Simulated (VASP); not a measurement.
# PtSe2 (fluorite type) (Fm-3m) in VASP: notebook

Runs on PtSe2 (fluorite type). Level: PBE. Tasks: electric field gradients, single point.

All numbers are computed with VASP 6.6.1; they aren't measurements. Logs are shortened: lines on timing, memory, paths and dates and some standing lists are left out, and cuts for length are marked.

**1. The cell of the first run**

It takes space group Fm-3m (No. 225, cubic). The conventional cell has a = 6.290 Å, b = 6.290 Å, c = 6.290 Å, α = 90.00°, β = 90.00°, γ = 90.00°. Within 3.6 Å of Pt (site symmetry m-3m) lie 8 Se at 2.72 Å. Se (site symmetry -43m) has 4 Pt at 2.72 Å and 6 Se at 3.15 Å within 3.6 Å.

**2. Electric field gradients, PBE**

INCAR

```
SYSTEM = PtSe2
  PREC = Accurate
  ENCUT = 520
  EDIFF = 1E-8
  ISMEAR = -1
  SIGMA = 0.05
  LREAL = .FALSE.
  LASPH = .TRUE.
  NELM = 60
  ALGO = Normal
  ISIF = 2
  LWAVE = .FALSE.
  LCHARG = .FALSE.
  GGA = PE
  LEFG = .TRUE.
  NBANDS = 18
```

KPOINTS

```
regular mesh
0
G
  10 10 10
  0 0 0
```

POSCAR

```
PtSe2
1.0
    0.0000000000      3.1452373649      3.1452373649
    3.1452373649      0.0000000000      3.1452373649
    3.1452373649      3.1452373649      0.0000000000
Pt Se
1 2
Direct
    0.0000000000      0.0000000000      0.0000000000
    0.2500000000      0.2500000000      0.2500000000
    0.7500000000      0.7500000000      0.7500000000
```

Potentials or basis: VASP PAW PBE potentials, release 64 (Pt, Se).

Command:

```console
$ cat potpaw_PBE.64/Pt/POTCAR potpaw_PBE.64/Se/POTCAR > POTCAR
$ mpirun -np 1 vasp_std > vasp.out
```

OUTCAR:

```text
SYSTEM = PtSe2
   PREC = Accurate
   ENCUT = 520
   EDIFF = 1E-8
   ISMEAR = -1
   LREAL = .FALSE.
   LASPH = .TRUE.
   NELM = 60
   ISIF = 2
   GGA = PE

 ion  position               nearest neighbor table
   1  0.000  0.000  0.000-   3 2.72   3 2.72   3 2.72   2 2.72   3 2.72   2 2.72   2 2.72   2 2.72

   2  0.250  0.250  0.250-   1 2.72   1 2.72   1 2.72   1 2.72
   3  0.750  0.750  0.750-   1 2.72   1 2.72   1 2.72   1 2.72

  LATTYP: Found a face centered cubic cell.
 ALAT       =     6.2904747298

  Lattice vectors:

 A1 = (   0.0000000000,   3.1452373649,   3.1452373649)
 A2 = (   3.1452373649,   0.0000000000,   3.1452373649)
 A3 = (   3.1452373649,   3.1452373649,   0.0000000000)

Analysis of symmetry for initial positions (statically):
=====================================================================
 Subroutine PRICEL returns:
 Original cell was already a primitive cell.

 Routine SETGRP: Setting up the symmetry group for a
 face centered cubic supercell.

 Subroutine GETGRP returns: Found 48 space group operations
 (whereof 48 operations were pure point group operations)
 out of a pool of 48 trial point group operations.

The static configuration has the point symmetry O_h .

Analysis of symmetry for dynamics (positions and initial velocities):
=====================================================================
 Subroutine PRICEL returns:
 Original cell was already a primitive cell.

 Routine SETGRP: Setting up the symmetry group for a
 face centered cubic supercell.

 Subroutine GETGRP returns: Found 48 space group operations
 (whereof 48 operations were pure point group operations)
 out of a pool of 48 trial point group operations.

The dynamic configuration has the point symmetry O_h .

 Subroutine INISYM returns: Found 48 space group operations
 (whereof 48 operations are pure point group operations),
 and found     1 'primitive' translations

----------------------------------------------------------------------------------------

                                     Primitive cell

  volume of cell :      62.2286

  direct lattice vectors                    reciprocal lattice vectors
     0.000000000  3.145237365  3.145237365    -0.158970514  0.158970514  0.158970514
     3.145237365  0.000000000  3.145237365     0.158970514 -0.158970514  0.158970514
     3.145237365  3.145237365  0.000000000     0.158970514  0.158970514 -0.158970514

  length of vectors
     4.448037338  4.448037338  4.448037338     0.275345007  0.275345007  0.275345007

  position of ions in fractional coordinates (direct lattice)
     0.000000000  0.000000000  0.000000000
     0.250000000  0.250000000  0.250000000
     0.750000000  0.750000000  0.750000000

  ion indices of the primitive-cell ions
   primitive index   ion index
                 1           1
                 2           2
                 3           3

----------------------------------------------------------------------------------------

 KPOINTS: regular mesh

Automatic generation of k-mesh.
 Grid dimensions read from file:
 generate k-points for:   10   10   10

 Generating k-lattice:

  Cartesian coordinates                     Fractional coordinates (reciprocal lattice)
    -0.015897051  0.015897051  0.015897051     0.100000000  0.000000000  0.000000000
     0.015897051 -0.015897051  0.015897051     0.000000000  0.100000000  0.000000000
     0.015897051  0.015897051 -0.015897051     0.000000000  0.000000000  0.100000000

  Length of vectors
     0.027534501  0.027534501  0.027534501

  Shift w.r.t. Gamma in fractional coordinates (k-lattice)
     0.000000000  0.000000000  0.000000000

 Subroutine IBZKPT returns following result:
 ===========================================

 Found     47 irreducible k-points:

 Following reciprocal coordinates:
            Coordinates               Weight
  0.000000  0.000000  0.000000      1.000000
  0.100000  0.000000  0.000000      8.000000
  0.200000  0.000000  0.000000      8.000000
  0.300000  0.000000  0.000000      8.000000
  0.400000  0.000000  0.000000      8.000000
  0.500000  0.000000  0.000000      4.000000
[... 16 lines left out ...]
  0.300000  0.300000  0.000000      6.000000
  0.400000  0.300000  0.000000     24.000000
 [... further k-points ...]
   k-points           NKPTS =     47   k-points in BZ     NKDIM =     47   number of bands    NBANDS=     18
   number of dos      NEDOS =    301   number of ions     NIONS =      3
   total plane-waves  NPLWV =  46656
   dimension x,y,z NGX =    36 NGY =   36 NGZ =   36
   dimension x,y,z NGXF=    72 NGYF=   72 NGZF=   72
   ions per type =               1   2
   NGX,Y,Z   is equivalent  to a cutoff of  13.46, 13.46, 13.46 a.u.
   NGXF,Y,Z  is equivalent  to a cutoff of  26.91, 26.91, 26.91 a.u.
 SYSTEM =  PtSe2
   PREC   = accura    normal or accurate (medium, high low for compatibility)
   ISTART =      0    job   : 0-new  1-cont  2-samecut
   ICHARG =      2    charge: 1-file 2-atom 10-const
   ISPIN  =      1    spin polarized calculation?
   LNONCOLLINEAR =      F non collinear calculations
   LSORBIT =      F    spin-orbit coupling
   LASPH  =      T    aspherical Exc in radial PAW
   ENCUT  =  520.0 eV  38.22 Ry    6.18 a.u.   8.27  8.27  8.27*2*pi/ulx,y,z
   NELM   =     60;   NELMIN=  2; NELMDL= -5     # of ELM steps
   EDIFF  = 0.1E-07   stopping-criterion for ELM
   LREAL  =      F    real-space projection
   EDIFFG = 0.1E-06   stopping-criterion for IOM
   NSW    =      0    number of steps for IOM
   IBRION =     -1    ionic relax: 0-MD 1-quasi-New 2-CG
   NFREE  =      0    steps in history (QN), initial steepest desc. (CG)
   ISIF   =      2    stress and relaxation
   ISYM   =      2    0-nonsym 1-usesym 2-fastsym
   POTIM  = 0.5000    time-step for ionic-motion
   TEBEG  =    0.0;   TEEND  =   0.0 temperature during run
   PSTRESS=    0.0 pullay stress
   NELECT =      22.0000    total number of electrons
   NUPDOWN=      -1.0000    fix difference up-down
   EMIN   =  10.00;   EMAX   =-10.00  energy-range for DOS
   EFERMI =   0.00;   METHOD = LEGACY
   ISMEAR =    -1;   SIGMA  =   0.05  broadening in eV -4-tet -1-fermi 0-gaus
   EFERMI_NEDOS =   21; number of points for ismear=-14 and -15
   IALGO  =     38    algorithm
   IMIX   =      4    mixing-type and parameters
     AMIX     =   0.40;   BMIX     =  1.00
     AMIX_MAG =   1.60;   BMIX_MAG =  1.00
  volume/ion in A,a.u.               =      20.74       139.98
  Fermi-wavevector in a.u.,A,eV,Ry     =   1.157583  2.187515 18.231798  1.339999
  Thomas-Fermi vector in A             =   2.294193
   LORBIT       =      0    0 simple, 1 ext, 2 COOP (PROOUT), +10 PAW based schemes
   GGA     = PE    functional components
   LHFCALC =     F    Hartree Fock is set to
   AEXX    =    0.0000 exact exchange contribution
   IVDW    =     0    specifies the selected vdW correction
   LEPSILON=     F    determine dielectric tensor
   LRPA    =     F    only Hartree local field effects (RPA)
 non-spin polarized calculation
  energy-cutoff  :      520.00
  volume of cell :       62.23
 maximum number of plane-waves:      1695
 NGX is ok and might be reduce to    36
   NGX = 17   NGY = 17   NGZ = 17

 number of electron      21.9999999 magnetization

 Free energy of the ion-electron system (eV)
  ---------------------------------------------------
  ext. energy  EPLUGINS =         0.00000000
  ---------------------------------------------------
  free energy    TOTEN  =       -12.84899853 eV

  energy without entropy =      -12.81559347  energy(sigma->0) =      -12.83229600

 E-fermi :   6.7552     XC(G=0): -10.6102

 val. band max:        6.7507830231   @ k =   0.3000   0.2000   0.0000
 cond. band min:       6.7653136496   @ k =   0.1000   0.0000   0.0000
 fundamental gap:      0.0145306265
 Fermi energy:         6.7551790115

 k-point     1 :       0.0000    0.0000    0.0000
  band No.  band energies     occupation
      1      -9.3239      2.00000
      2      -5.5125      2.00000
      3       0.0210      2.00000
      4       0.0210      2.00000
      5       0.0210      2.00000
      6       2.8915      2.00000
[... 10 lines left out ...]
     17      10.0098      0.00000
     18      14.0336      0.00000
[... 466 lines left out ...]
      2      -6.7675      2.00000
      3      -0.4222      2.00000
      4       0.5840      2.00000
      5       0.6300      2.00000
      6       2.6284      2.00000
[... 10 lines left out ...]
     17      15.1436      0.00000
     18      15.1638      0.00000

 [... further k-points ...]

------------------------ aborting loop because EDIFF is reached ----------------------------------------

  FORCE on cell =-STRESS in cart. coord.  units (eV):
  Direction    XX          YY          ZZ          XY          YZ          ZX
  --------------------------------------------------------------------------------------
  -------------------------------------------------------------------------------------
  Total       -0.0226300     -0.0226300     -0.0226300      0.0000000      0.0000000     -0.0000000
  in kB       -0.5826453     -0.5826453     -0.5826453      0.0000000      0.0000000     -0.0000000
  external PRESSURE =      -0.5826453 kB  Pullay stress =       0.0000000 kB

 VOLUME and BASIS-vectors are now :
 -----------------------------------------------------------------------------
  energy-cutoff  :      520.00
  volume of cell :       62.23
      direct lattice vectors                 reciprocal lattice vectors
     0.000000000  3.145237365  3.145237365    -0.158970514  0.158970514  0.158970514
     3.145237365  0.000000000  3.145237365     0.158970514 -0.158970514  0.158970514
     3.145237365  3.145237365  0.000000000     0.158970514  0.158970514 -0.158970514

 POSITION                                       TOTAL-FORCE (eV/Angst)
 -----------------------------------------------------------------------------------
      0.00000      0.00000      0.00000         0.000000      0.000000      0.000000
      1.57262      1.57262      1.57262         0.000000      0.000000      0.000000
      4.71786      4.71786      4.71786        -0.000000     -0.000000     -0.000000
 -----------------------------------------------------------------------------------
    total drift:                                0.000000      0.000000      0.000000

  FREE ENERGIE OF THE ION-ELECTRON SYSTEM (eV)
  ---------------------------------------------------
  free  energy   TOTEN  =       -12.8489985266 eV

  energy  without entropy=      -12.8155934685  energy(sigma->0) =      -12.83229600

 Electric field gradients (V/A^2)
---------------------------------------------------------------------
 ion       V_xx      V_yy      V_zz      V_xy      V_xz      V_yz
---------------------------------------------------------------------
   1       0.000     0.000     0.000    -0.000    -0.000    -0.000
   2      -0.000    -0.000     0.000     0.000     0.000     0.000
   3      -0.000    -0.000     0.000     0.000     0.000     0.000
---------------------------------------------------------------------

 Electric field gradients after diagonalization (V/A^2)
 (convention: |V_zz| > |V_xx| > |V_yy|)
----------------------------------------------------------------------
 ion       V_xx      V_yy      V_zz     asymmetry (V_yy - V_xx)/ V_zz
----------------------------------------------------------------------
   1       0.000     0.000    -0.001       0.000
   2      -0.000    -0.000     0.001       0.000
   3      -0.000    -0.000     0.001       0.000
----------------------------------------------------------------------

           NMR quadrupolar parameters

 Cq : quadrupolar parameter    Cq=e*Q*V_zz/h
 eta: asymmetry parameters     (V_yy - V_xx)/ V_zz
 Q  : nuclear electric quadrupole moment in mb (millibarn)
----------------------------------------------------------------------
 ion       Cq(MHz)       eta       Q (mb)
----------------------------------------------------------------------
   1      -0.000       0.000       1.000
   2       0.000       0.000       1.000
   3       0.000       0.000       1.000
----------------------------------------------------------------------
```

It took 49 s on 1 thread of Intel Xeon Platinum 8375C at 2.90GHz (Ice Lake), shared host; peak memory 0.22 GiB.

Results:

- Free energy: -12.8490 eV
- Pressure: -0.1 GPa
- Band gap on the k mesh: zero (bands 11 and 12 overlap by 0.46 eV)
- Largest electric field gradient by atom: zero within the noise of the run

Levels at points of the mesh, in eV from the Fermi level:
```tsv
k point	band 9	band 10	band 11	band 12	band 13	band 14
(0.00, 0.00, 0.00)	-1.33	-1.33	0.05	0.05	0.05	1.49
(0.50, 0.00, 0.00)	-3.73	-3.73	-2.53	0.17	0.17	4.28
(0.50, 0.50, 0.00)	-3.53	-2.69	0.42	1.25	1.25	1.75
```

Caveat: spin-orbit coupling is left out, which moves the levels of the heavy elements.

[end of part 1 of 2]
